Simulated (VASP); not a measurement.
# PbS in VASP: single point with PBEsol

Aim: the single point of PbS with PBEsol.

Program: VASP 6.6.1. These are calculated values, not measurements. Logs are shortened: lines on timing, memory, paths and dates and some standing lists are left out, and cuts for length are marked.

## 1. The cell of the first run

The cell holds a slab with vacuum, 4 atoms: a = 11.298 Å, b = 4.250 Å, c = 4.250 Å, α = 89.97°, β = 90.00°, γ = 90.00°.

## 2. Single point, PBEsol

Contents of INCAR:

```
SYSTEM = PbS
ALGO     = Normal         ! electronic algorithm
EDIFF    = 1E-6           ! SCF threshold, eV
ENCUT    = 520            ! plane-wave cutoff, eV
GGA      = PS             ! functional
ISIF     = 2              ! what is computed and relaxed
ISMEAR   = 0              ! smearing method
LASPH    = .True.         ! aspherical terms in the spheres
LCHARG   = .True.         ! write CHGCAR
LELF     = .True.         ! ELF
LREAL    = .False.        ! projectors in reciprocal space
LVHAR    = .True.       
LWAVE    = .False.        ! write WAVECAR
NBANDS   = 28             ! bands
NELM     = 60             ! most SCF steps
PREC     = Accurate       ! precision mode
SIGMA    = 0.01           ! smearing width, eV
```

Contents of KPOINTS:

```
k-points
0
Gamma
  2 4 4
  0 0 0
```

Contents of POSCAR:

```
PbS
1.0
   11.2982770000      0.0000000000      0.0000000000
    0.0000000000      3.0043750000      3.0061810000
    0.0000000000     -3.0043750000      3.0061810000
Pb S
2 2
Direct
    0.6245810000      0.2566380000      0.7566380000
    0.3754190000      0.7566380000      0.2566380000
    0.6136750000      0.7643620000      0.2643620000
    0.3863250000      0.2643620000      0.7643620000
```

Potentials or basis: VASP PAW PBE potentials, release 64 (Pb_d, S).

Command:

```console
cat potpaw_PBE.64/Pb_d/POTCAR potpaw_PBE.64/S/POTCAR > POTCAR
mpirun -np 1 vasp_std > vasp.out
```

OUTCAR:

```text
SYSTEM = PbS
   EDIFF = 1E-6
   ENCUT = 520
   GGA = PS
   ISIF = 2
   ISMEAR = 0
   LASPH = .True.
   LREAL = .False.
   NELM = 60
   PREC = Accurate

 ion  position               nearest neighbor table
   1  0.625  0.257  0.757-   4 2.69   3 2.96   3 3.01   3 3.01   3 3.06   2 4.12   2 4.12   2 4.12
                             2 4.12
   2  0.375  0.757  0.257-   3 2.69   4 2.96   4 3.01   4 3.01   4 3.06   1 4.12   1 4.12   1 4.12
                             1 4.12
   3  0.614  0.764  0.264-   2 2.69   1 2.96   1 3.01   1 3.01   1 3.06
   4  0.386  0.264  0.764-   1 2.69   2 2.96   2 3.01   2 3.01   2 3.06

  LATTYP: Found a base centered orthorhombic cell.
 ALAT       =     6.0087500000
 B/A-ratio  =     1.0006011234
 C/A-ratio  =     1.8803040566

  Lattice vectors:

 A1 = (   0.0000000000,   3.0043750000,  -3.0061810000)
 A2 = (   0.0000000000,   3.0043750000,   3.0061810000)
 A3 = (  11.2982770000,   0.0000000000,   0.0000000000)

Analysis of symmetry for initial positions (statically):
=====================================================================
 Subroutine PRICEL returns:
 Original cell was already a primitive cell.

 Routine SETGRP: Setting up the symmetry group for a
 base centered orthorhombic supercell.

 Subroutine GETGRP returns: Found  4 space group operations
 (whereof  2 operations were pure point group operations)
 out of a pool of  8 trial point group operations.

The static configuration has the point symmetry C_2 .
 The point group associated with its full space group is C_2v.

Analysis of symmetry for dynamics (positions and initial velocities):
=====================================================================
 Subroutine PRICEL returns:
 Original cell was already a primitive cell.

 Routine SETGRP: Setting up the symmetry group for a
 base centered orthorhombic supercell.

 Subroutine GETGRP returns: Found  4 space group operations
 (whereof  2 operations were pure point group operations)
 out of a pool of  8 trial point group operations.

The dynamic configuration has the point symmetry C_2 .
 The point group associated with its full space group is C_2v.

 Subroutine INISYM returns: Found  4 space group operations
 (whereof  2 operations are pure point group operations),
 and found     1 'primitive' translations

----------------------------------------------------------------------------------------

                                     Primitive cell

  volume of cell :     204.0852

  direct lattice vectors                    reciprocal lattice vectors
    11.298277000  0.000000000  0.000000000     0.088509071  0.000000000  0.000000000
     0.000000000  3.004375000  3.006181000     0.000000000  0.166423965  0.166323984
     0.000000000 -3.004375000  3.006181000     0.000000000 -0.166423965  0.166323984

  length of vectors
    11.298277000  4.250105098  4.250105098     0.088509071  0.235288342  0.235288342

  position of ions in fractional coordinates (direct lattice)
     0.624581000  0.256638000  0.756638000
     0.375419000  0.756638000  0.256638000
     0.613675000  0.764362000  0.264362000
     0.386325000  0.264362000  0.764362000

  ion indices of the primitive-cell ions
   primitive index   ion index
                 1           1
                 2           2
                 3           3
                 4           4

----------------------------------------------------------------------------------------

 KPOINTS: k-points

Automatic generation of k-mesh.
 Grid dimensions read from file:
 generate k-points for:    2    4    4

 Generating k-lattice:

  Cartesian coordinates                     Fractional coordinates (reciprocal lattice)
     0.044254535  0.000000000  0.000000000     0.500000000  0.000000000  0.000000000
     0.000000000  0.041605991  0.041580996     0.000000000  0.250000000  0.000000000
     0.000000000 -0.041605991  0.041580996     0.000000000  0.000000000  0.250000000

  Length of vectors
     0.044254535  0.058822085  0.058822085

  Shift w.r.t. Gamma in fractional coordinates (k-lattice)
     0.000000000  0.000000000  0.000000000

 Subroutine IBZKPT returns following result:
 ===========================================

 Found     14 irreducible k-points:

 Following reciprocal coordinates:
            Coordinates               Weight
  0.000000  0.000000  0.000000      1.000000
  0.500000  0.000000  0.000000      1.000000
  0.000000  0.250000 -0.000000      4.000000
  0.500000  0.250000 -0.000000      4.000000
  0.000000  0.500000 -0.000000      2.000000
  0.500000  0.500000 -0.000000      2.000000
  0.000000  0.250000  0.250000      2.000000
  0.500000  0.250000  0.250000      2.000000
  0.000000  0.500000  0.250000      4.000000
  0.500000  0.500000  0.250000      4.000000
  0.000000 -0.250000  0.250000      2.000000
  0.500000 -0.250000  0.250000      2.000000
  0.000000  0.500000  0.500000      1.000000
  0.500000  0.500000  0.500000      1.000000
   k-points           NKPTS =     14   k-points in BZ     NKDIM =     14   number of bands    NBANDS=     28
   number of dos      NEDOS =    301   number of ions     NIONS =      4
   total plane-waves  NPLWV =  86016
   dimension x,y,z NGX =    84 NGY =   32 NGZ =   32
   dimension x,y,z NGXF=   168 NGYF=   64 NGZF=   64
   ions per type =               2   2
   NGX,Y,Z   is equivalent  to a cutoff of  12.36, 12.52, 12.52 a.u.
   NGXF,Y,Z  is equivalent  to a cutoff of  24.72, 25.03, 25.03 a.u.
 SYSTEM =  PbS
   PREC   = accura    normal or accurate (medium, high low for compatibility)
   ISTART =      0    job   : 0-new  1-cont  2-samecut
   ICHARG =      2    charge: 1-file 2-atom 10-const
   ISPIN  =      1    spin polarized calculation?
   LNONCOLLINEAR =      F non collinear calculations
   LSORBIT =      F    spin-orbit coupling
   LASPH  =      T    aspherical Exc in radial PAW
   ENCUT  =  520.0 eV  38.22 Ry    6.18 a.u.  21.01  7.90  7.90*2*pi/ulx,y,z
   NELM   =     60;   NELMIN=  2; NELMDL= -5     # of ELM steps
   EDIFF  = 0.1E-05   stopping-criterion for ELM
   LREAL  =      F    real-space projection
   EDIFFG = 0.1E-04   stopping-criterion for IOM
   NSW    =      0    number of steps for IOM
   IBRION =     -1    ionic relax: 0-MD 1-quasi-New 2-CG
   NFREE  =      0    steps in history (QN), initial steepest desc. (CG)
   ISIF   =      2    stress and relaxation
   ISYM   =      2    0-nonsym 1-usesym 2-fastsym
   POTIM  = 0.5000    time-step for ionic-motion
   TEBEG  =    0.0;   TEEND  =   0.0 temperature during run
   PSTRESS=    0.0 pullay stress
   NELECT =      40.0000    total number of electrons
   NUPDOWN=      -1.0000    fix difference up-down
   EMIN   =  10.00;   EMAX   =-10.00  energy-range for DOS
   EFERMI =   0.00;   METHOD = LEGACY
   ISMEAR =     0;   SIGMA  =   0.01  broadening in eV -4-tet -1-fermi 0-gaus
   EFERMI_NEDOS =   21; number of points for ismear=-14 and -15
   IALGO  =     38    algorithm
   IMIX   =      4    mixing-type and parameters
     AMIX     =   0.40;   BMIX     =  1.00
     AMIX_MAG =   1.60;   BMIX_MAG =  1.00
  volume/ion in A,a.u.               =      51.02       344.31
  Fermi-wavevector in a.u.,A,eV,Ry     =   0.950950  1.797035 12.303828  0.904306
  Thomas-Fermi vector in A             =   2.079375
   LORBIT       =      0    0 simple, 1 ext, 2 COOP (PROOUT), +10 PAW based schemes
   GGA     = PS    functional components
   LHFCALC =     F    Hartree Fock is set to
   AEXX    =    0.0000 exact exchange contribution
   IVDW    =     0    specifies the selected vdW correction
   LEPSILON=     F    determine dielectric tensor
   LRPA    =     F    only Hartree local field effects (RPA)
 non-spin polarized calculation
 Gauss-broadening in eV      SIGMA  =   0.01
  energy-cutoff  :      520.00
  volume of cell :      204.09
 maximum number of plane-waves:      5520
   NGX = 43   NGY = 15   NGZ = 15

 number of electron      39.9999997 magnetization

 Free energy of the ion-electron system (eV)
  ---------------------------------------------------
  ext. energy  EPLUGINS =         0.00000000
  ---------------------------------------------------
  free energy    TOTEN  =       -18.50156550 eV

  energy without entropy =      -18.50156550  energy(sigma->0) =      -18.50156550

 E-fermi :   0.1644     XC(G=0):  -5.9008

 val. band max:        0.0708927528   @ k =   0.0000   0.5000  -0.0000
 cond. band min:       2.0898933673   @ k =   0.5000   0.5000  -0.0000
 fundamental gap:      2.0190006145
 Fermi energy:         0.1643776587

 k-point     1 :       0.0000    0.0000    0.0000
  band No.  band energies     occupation
      1     -15.9636      2.00000
      2     -15.8624      2.00000
      3     -15.8446      2.00000
      4     -15.8433      2.00000
      5     -15.8263      2.00000
      6     -15.8238      2.00000
[... 20 lines left out ...]
     27       6.3949      0.00000
     28       6.4260      0.00000

 k-point     2 :       0.5000    0.0000    0.0000
  band No.  band energies     occupation
      1     -15.9636      2.00000
      2     -15.8624      2.00000
      3     -15.8446      2.00000
      4     -15.8433      2.00000
      5     -15.8263      2.00000
      6     -15.8238      2.00000
[... 20 lines left out ...]
     27       6.3957      0.00000
     28       6.4268      0.00000

 k-point     3 :       0.0000    0.2500   -0.0000
  band No.  band energies     occupation
      1     -15.9329      2.00000
      2     -15.8514      2.00000
      3     -15.8463      2.00000
      4     -15.8398      2.00000
      5     -15.8350      2.00000
      6     -15.8289      2.00000
[... 20 lines left out ...]
     27       5.6183      0.00000
     28       6.9917      0.00000

 k-point     4 :       0.5000    0.2500   -0.0000
  band No.  band energies     occupation
      1     -15.9329      2.00000
      2     -15.8514      2.00000
      3     -15.8463      2.00000
      4     -15.8397      2.00000
      5     -15.8350      2.00000
      6     -15.8289      2.00000
[... 20 lines left out ...]
     27       5.6706      0.00000
     28       6.6575      0.00000

 k-point     5 :       0.0000    0.5000   -0.0000
  band No.  band energies     occupation
      1     -15.8819      2.00000
      2     -15.8819      2.00000
      3     -15.8502      2.00000
      4     -15.8502      2.00000
      5     -15.8289      2.00000
      6     -15.8289      2.00000
[... 20 lines left out ...]
     27       6.2334      0.00000
     28       6.2334      0.00000

 k-point     6 :       0.5000    0.5000   -0.0000
  band No.  band energies     occupation
      1     -15.8819      2.00000
      2     -15.8819      2.00000
      3     -15.8502      2.00000
      4     -15.8502      2.00000
      5     -15.8289      2.00000
      6     -15.8289      2.00000
[... 153 lines left out ...]
      5     -15.8347      2.00000
      6     -15.8222      2.00000
[... 20 lines left out ...]
     27       5.6634      0.00000
     28       6.6879      0.00000

 k-point    12 :       0.5000   -0.2500    0.2500
  band No.  band energies     occupation
      1     -15.9272      2.00000
      2     -15.8780      2.00000
      3     -15.8375      2.00000
      4     -15.8373      2.00000
      5     -15.8347      2.00000
      6     -15.8222      2.00000
[... 20 lines left out ...]
     27       6.1242      0.00000
     28       6.7580      0.00000

 k-point    13 :       0.0000    0.5000    0.5000
  band No.  band energies     occupation
      1     -15.9535      2.00000
      2     -15.9535      2.00000
      3     -15.8431      2.00000
      4     -15.8429      2.00000
      5     -15.8197      2.00000
      6     -15.8195      2.00000
[... 20 lines left out ...]
     27       6.4467      0.00000
     28       6.4491      0.00000

 k-point    14 :       0.5000    0.5000    0.5000
  band No.  band energies     occupation
      1     -15.9536      2.00000
      2     -15.9535      2.00000
      3     -15.8431      2.00000
      4     -15.8430      2.00000
      5     -15.8198      2.00000
      6     -15.8196      2.00000
[... 20 lines left out ...]
     27       6.4527      0.00000
     28       6.4553      0.00000

------------------------ aborting loop because EDIFF is reached ----------------------------------------

  FORCE on cell =-STRESS in cart. coord.  units (eV):
  Direction    XX          YY          ZZ          XY          YZ          ZX
  --------------------------------------------------------------------------------------
  -------------------------------------------------------------------------------------
  Total       -1.4188517     -1.9668349     -1.9618055      0.0000000      0.0000000      0.0000000
  in kB      -11.1387407    -15.4407008    -15.4012170      0.0000000      0.0000000      0.0000000
  external PRESSURE =     -13.9935529 kB  Pullay stress =       0.0000000 kB

 VOLUME and BASIS-vectors are now :
 -----------------------------------------------------------------------------
  energy-cutoff  :      520.00
  volume of cell :      204.09
      direct lattice vectors                 reciprocal lattice vectors
    11.298277000  0.000000000  0.000000000     0.088509071  0.000000000  0.000000000
     0.000000000  3.004375000  3.006181000     0.000000000  0.166423965  0.166323984
     0.000000000 -3.004375000  3.006181000     0.000000000 -0.166423965  0.166323984

 POSITION                                       TOTAL-FORCE (eV/Angst)
 -----------------------------------------------------------------------------------
      7.05669     -1.50219      3.04609        -0.279306      0.000000     -0.006440
      4.24159      1.50219      3.04609         0.279306      0.000000     -0.006440
      6.93347      1.50219      3.09253        -0.225892      0.000000      0.006440
      4.36481     -1.50219      3.09253         0.225892      0.000000      0.006440
 -----------------------------------------------------------------------------------
    total drift:                                0.000000     -0.000002     -0.000618

  FREE ENERGIE OF THE ION-ELECTRON SYSTEM (eV)
  ---------------------------------------------------
  free  energy   TOTEN  =       -18.5015655010 eV

  energy  without entropy=      -18.5015655010  energy(sigma->0) =      -18.50156550
```

Wall time 60 s (1 thread of Intel Xeon Platinum 8375C at 2.90GHz (Ice Lake), shared host); peak memory 0.3 GiB.

What came out:

| Quantity | Value |
| --- | --- |
| Free energy | -18.5016 eV |
| Largest force | 0.279 eV/Å |
| Band gap on the k mesh | 2.02 eV |

Forces in eV/Å, atoms in the order of the input:
```
Pb  -0.279  0.000 -0.006
Pb   0.279  0.000 -0.006
S   -0.226  0.000  0.006
S    0.226  0.000  0.006
```

Caveat: the PAW data sets were made with another functional, which shifts forces and pressure a little; spin-orbit coupling is left out, which moves the levels of the heavy elements.
